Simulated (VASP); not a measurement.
# SrB3Pt (Pm-3m) in VASP: a series of runs

Runs on SrB3Pt. Level: PBE. Tasks: single point, relaxation of cell and atoms.

Everything below comes from runs of VASP 6.6.1. Logs are shortened: lines on timing, memory, paths and dates and some standing lists are left out, and cuts for length are marked.

## Step 1: The cell of the first run

It takes space group Pm-3m (No. 221, cubic). The conventional cell has a = 4.541 Å, b = 4.541 Å, c = 4.541 Å, α = 90.00°, β = 90.00°, γ = 90.00°. Sr (site symmetry m-3m) has 6 B at 2.27 Å within 3.0 Å. B (site symmetry 4/mmm) has 2 Sr at 2.27 Å within 3.0 Å. Pt (site symmetry m-3m) has 12 B at 3.21 Å and 8 Sr at 3.93 Å within 4.2 Å.

The cell was built from a structure type or drawn by symmetry, and may not be a known phase.

## Step 2: Single point, PBE

The input, INCAR:

```
SYSTEM = SrB3Pt
PREC = Accurate
ENCUT = 520
EDIFF = 1E-6
ISMEAR = 0
SIGMA = 0.1
LREAL = .FALSE.
LASPH = .TRUE.
NELM = 100
ALGO = Normal
ISIF = 2
LWAVE = .FALSE.
LCHARG = .FALSE.
GGA = PE
NBANDS = 22
```

The input, KPOINTS:

```
regular mesh
0
G
  8 8 8
  0 0 0
```

The input, POSCAR:

```
SrB3Pt
1.0
    4.5405649450      0.0000000000      0.0000000000
    0.0000000000      4.5405649450      0.0000000000
    0.0000000000      0.0000000000      4.5405649450
Sr B Pt
1 3 1
Direct
    0.0000000000      0.0000000000      0.0000000000
    0.5000000000      0.0000000000      0.0000000000
    0.0000000000      0.5000000000      0.0000000000
    0.0000000000      0.0000000000      0.5000000000
    0.5000000000      0.5000000000      0.5000000000
```

Potentials or basis: VASP PAW PBE potentials, release 64 (Sr_sv, B, Pt).

Launch:

```bash
$ cat potpaw_PBE.64/Sr_sv/POTCAR potpaw_PBE.64/B/POTCAR potpaw_PBE.64/Pt/POTCAR > POTCAR
$ mpirun -np 1 vasp_std > vasp.out
```

OUTCAR:

```text
SYSTEM = SrB3Pt
   PREC = Accurate
   ENCUT = 520
   EDIFF = 1E-6
   ISMEAR = 0
   LREAL = .FALSE.
   LASPH = .TRUE.
   NELM = 100
   ISIF = 2
   GGA = PE

 ion  position               nearest neighbor table
   1  0.000  0.000  0.000-   2 2.27   3 2.27   4 2.27   4 2.27   3 2.27   2 2.27   5 3.93   5 3.93
                             5 3.93   5 3.93   5 3.93   5 3.93   5 3.93   5 3.93
   2  0.500  0.000  0.000-   1 2.27   1 2.27
   3  0.000  0.500  0.000-   1 2.27   1 2.27
   4  0.000  0.000  0.500-   1 2.27   1 2.27
   5  0.500  0.500  0.500-   1 3.93   1 3.93   1 3.93   1 3.93   1 3.93   1 3.93   1 3.93   1 3.93

  LATTYP: Found a simple cubic cell.
 ALAT       =     4.5405649450

  Lattice vectors:

 A1 = (   4.5405649450,   0.0000000000,   0.0000000000)
 A2 = (   0.0000000000,   4.5405649450,   0.0000000000)
 A3 = (   0.0000000000,   0.0000000000,   4.5405649450)

Analysis of symmetry for initial positions (statically):
=====================================================================
 Subroutine PRICEL returns:
 Original cell was already a primitive cell.

 Routine SETGRP: Setting up the symmetry group for a
 simple cubic supercell.

 Subroutine GETGRP returns: Found 48 space group operations
 (whereof 48 operations were pure point group operations)
 out of a pool of 48 trial point group operations.

The static configuration has the point symmetry O_h .

Analysis of symmetry for dynamics (positions and initial velocities):
=====================================================================
 Subroutine PRICEL returns:
 Original cell was already a primitive cell.

 Routine SETGRP: Setting up the symmetry group for a
 simple cubic supercell.

 Subroutine GETGRP returns: Found 48 space group operations
 (whereof 48 operations were pure point group operations)
 out of a pool of 48 trial point group operations.

The dynamic configuration has the point symmetry O_h .

 Subroutine INISYM returns: Found 48 space group operations
 (whereof 48 operations are pure point group operations),
 and found     1 'primitive' translations

----------------------------------------------------------------------------------------

                                     Primitive cell

  volume of cell :      93.6116

  direct lattice vectors                    reciprocal lattice vectors
     4.540564945  0.000000000  0.000000000     0.220236912  0.000000000  0.000000000
[... 94 lines left out ...]
   EDIFFG = 0.1E-04   stopping-criterion for IOM
   NSW    =      0    number of steps for IOM
   IBRION =     -1    ionic relax: 0-MD 1-quasi-New 2-CG
   NFREE  =      0    steps in history (QN), initial steepest desc. (CG)
   ISIF   =      2    stress and relaxation
   ISYM   =      2    0-nonsym 1-usesym 2-fastsym
   POTIM  = 0.5000    time-step for ionic-motion
   TEBEG  =    0.0;   TEEND  =   0.0 temperature during run
   PSTRESS=    0.0 pullay stress
   NELECT =      29.0000    total number of electrons
   NUPDOWN=      -1.0000    fix difference up-down
   EMIN   =  10.00;   EMAX   =-10.00  energy-range for DOS
   EFERMI =   0.00;   METHOD = LEGACY
   ISMEAR =     0;   SIGMA  =   0.10  broadening in eV -4-tet -1-fermi 0-gaus
   EFERMI_NEDOS =   21; number of points for ismear=-14 and -15
   IALGO  =     38    algorithm
   IMIX   =      4    mixing-type and parameters
     AMIX     =   0.40;   BMIX     =  1.00
     AMIX_MAG =   1.60;   BMIX_MAG =  1.00
  volume/ion in A,a.u.               =      18.72       126.34
  Fermi-wavevector in a.u.,A,eV,Ry     =   1.107722  2.093292 16.695014  1.227049
  Thomas-Fermi vector in A             =   2.244240
   LORBIT       =      0    0 simple, 1 ext, 2 COOP (PROOUT), +10 PAW based schemes
   GGA     = PE    functional components
   LHFCALC =     F    Hartree Fock is set to
   AEXX    =    0.0000 exact exchange contribution
   IVDW    =     0    specifies the selected vdW correction
   LEPSILON=     F    determine dielectric tensor
   LRPA    =     F    only Hartree local field effects (RPA)
 non-spin polarized calculation
 Gauss-broadening in eV      SIGMA  =   0.10
  energy-cutoff  :      520.00
  volume of cell :       93.61
 maximum number of plane-waves:      2560
 NGX is ok and might be reduce to    36
   NGX = 17   NGY = 17   NGZ = 17

 number of electron      29.0000000 magnetization

 Free energy of the ion-electron system (eV)
  ---------------------------------------------------
  ext. energy  EPLUGINS =         0.00000000
  ---------------------------------------------------
  free energy    TOTEN  =       -12.22715831 eV

  energy without entropy =      -12.20365470  energy(sigma->0) =      -12.21540651

 E-fermi :   2.4591     XC(G=0):  -9.7926

 val. band max:        2.4578803598   @ k =   0.5000   0.1250   0.0000
 cond. band min:       2.4668998013   @ k =   0.3750   0.1250   0.1250
 fundamental gap:      0.0090194415
 Fermi energy:         2.4590632669

 k-point     1 :       0.0000    0.0000    0.0000
  band No.  band energies     occupation
      1     -31.1630      2.00000
      2     -13.8088      2.00000
      3     -13.8088      2.00000
      4     -13.8088      2.00000
      5      -5.0228      2.00000
      6      -2.7305      2.00000
[... 589 lines left out ...]
     21       5.3228      0.00000
     22       6.0506      0.00000

 [... further k-points ...]

------------------------ aborting loop because EDIFF is reached ----------------------------------------

  FORCE on cell =-STRESS in cart. coord.  units (eV):
  Direction    XX          YY          ZZ          XY          YZ          ZX
  --------------------------------------------------------------------------------------
  -------------------------------------------------------------------------------------
  Total        0.0909369      0.0909369      0.0909369      0.0000000      0.0000000      0.0000000
  in kB        1.5564002      1.5564002      1.5564002      0.0000000      0.0000000      0.0000000
  external PRESSURE =       1.5564002 kB  Pullay stress =       0.0000000 kB

 VOLUME and BASIS-vectors are now :
 -----------------------------------------------------------------------------
  energy-cutoff  :      520.00
  volume of cell :       93.61
      direct lattice vectors                 reciprocal lattice vectors
     4.540564945  0.000000000  0.000000000     0.220236912  0.000000000  0.000000000
     0.000000000  4.540564945  0.000000000     0.000000000  0.220236912  0.000000000
     0.000000000  0.000000000  4.540564945     0.000000000  0.000000000  0.220236912

 POSITION                                       TOTAL-FORCE (eV/Angst)
 -----------------------------------------------------------------------------------
      0.00000      0.00000      0.00000         0.000000      0.000000      0.000000
      2.27028      0.00000      0.00000         0.000000      0.000000      0.000000
      0.00000      2.27028      0.00000         0.000000      0.000000      0.000000
      0.00000      0.00000      2.27028         0.000000      0.000000      0.000000
      2.27028      2.27028      2.27028         0.000000      0.000000      0.000000
 -----------------------------------------------------------------------------------
    total drift:                                0.000000      0.000000      0.000000

  FREE ENERGIE OF THE ION-ELECTRON SYSTEM (eV)
  ---------------------------------------------------
  free  energy   TOTEN  =       -12.2271583105 eV

  energy  without entropy=      -12.2036546998  energy(sigma->0) =      -12.21540651
```

It took 28 s on 1 thread of Intel Xeon 6975P-C (Granite Rapids), shared host; peak memory 0.25 GiB.

Results:

* Free energy: -12.2272 eV
* Pressure: 0.2 GPa
* Band gap on the k mesh: zero (an odd number of electrons rules out a gap without spin polarisation)

Caveat: spin-orbit coupling is left out, which moves the levels of the heavy elements.

## Step 3: Relaxation of cell and atoms, PBE

This run uses another cell than the first one, of 19.48 Å³/atom.

The input, INCAR:

```
PREC     = Accurate       # precision mode
ENCUT    = 600            # plane-wave cutoff, eV
EDIFF    = 1E-6           # SCF threshold, eV
ISMEAR   = 0              # smearing method
SIGMA    = 0.1            # smearing width, eV
LREAL    = F              # projectors in reciprocal space
LASPH    = T              # aspherical terms in the spheres
NELM     = 100            # most SCF steps
ALGO     = Normal         # electronic algorithm
ISIF     = 3              # what is computed and relaxed
LWAVE    = F              # write WAVECAR
LCHARG   = F              # write CHGCAR
GGA      = PE             # functional
IBRION   = 2              # ionic algorithm
NSW      = 100            # ionic steps
EDIFFG   = -0.01          # ionic threshold
```

The input, KPOINTS:

```
Automatic mesh
0
Gamma
  8 8 8
```

POSCAR, as its differences from that of step 2:

```diff
@@ -2,5 +2,5 @@
 1.0
-    4.5405649450      0.0000000000      0.0000000000
-    0.0000000000      4.5405649450      0.0000000000
-    0.0000000000      0.0000000000      4.5405649450
+    4.6008303401      0.0000000000      0.0000000000
+    0.0000000000      4.6008303401      0.0000000000
+    0.0000000000      0.0000000000      4.6008303401
 Sr B Pt
```

Potentials or basis: VASP PAW PBE potentials, release 64 (Sr_sv, B, Pt).

Launch:

```bash
$ cat potpaw_PBE.64/Sr_sv/POTCAR potpaw_PBE.64/B/POTCAR potpaw_PBE.64/Pt/POTCAR > POTCAR
$ mpirun -np 1 vasp_std > vasp.out
```

Run time: 86 s. Hardware: 1 thread of Intel Xeon 6975P-C (Granite Rapids), shared host; peak memory 0.31 GiB.

It converged, with:

```yaml
Free_energy: -12.2280 eV
Relaxed_volume: 18.95 Å³/atom
Relaxed_cell: a = 4.559 Å, b = 4.559 Å, c = 4.559 Å, α = 90.00°, β = 90.00°, γ = 90.00°
Space_group_after_relaxing_to_0.1_Å: Pm-3m (No. 221)
Energy_gained_by_relaxing: 0.8 meV/atom
Ionic_steps: 3
Pressure_after_relaxing: 0.0 GPa
```

Step by step:
```tsv
step	energy change (eV)	largest force (eV/Å)	pressure (GPa)	volume (Å³)
1	0.0000	0.0000	-0.48	97.39
2	-0.0021	0.0000	-0.33	96.56
3	-0.0042	0.0000	-0.01	94.77
```

Final structure:
```
Sr B Pt
1.0
     4.55925    0.00000    0.00000
     0.00000    4.55925    0.00000
     0.00000    0.00000    4.55925
Sr B Pt
1 3 1
Direct
  0.00000 0.00000 0.00000
  0.50000 0.00000 0.00000
  0.00000 0.50000 0.00000
  0.00000 0.00000 0.50000
  0.50000 0.50000 0.50000
```

Levels at points of the mesh, in eV from the Fermi level:
| k point | band 11 | band 12 | band 13 | band 14 | band 15 | band 16 | band 17 | band 18 |
| --- | --- | --- | --- | --- | --- | --- | --- | --- |
| (0.00, 0.00, 0.00) | -1.21 | -1.21 | 0.08 | 0.08 | 0.08 | 1.45 | 1.89 | 1.89 |
| (0.50, 0.00, 0.00) | -1.37 | -1.25 | -0.70 | -0.27 | -0.24 | -0.24 | 2.02 | 2.02 |
| (0.50, 0.50, 0.00) | -1.32 | -1.19 | -1.10 | -0.62 | -0.27 | 0.82 | 0.82 | 1.20 |
| (0.50, 0.50, 0.50) | -1.13 | -1.13 | -0.81 | -0.66 | -0.66 | -0.66 | -0.59 | -0.59 |

Caveat: the highest band is partly filled, so the run has too few bands; spin-orbit coupling is left out, which moves the levels of the heavy elements.
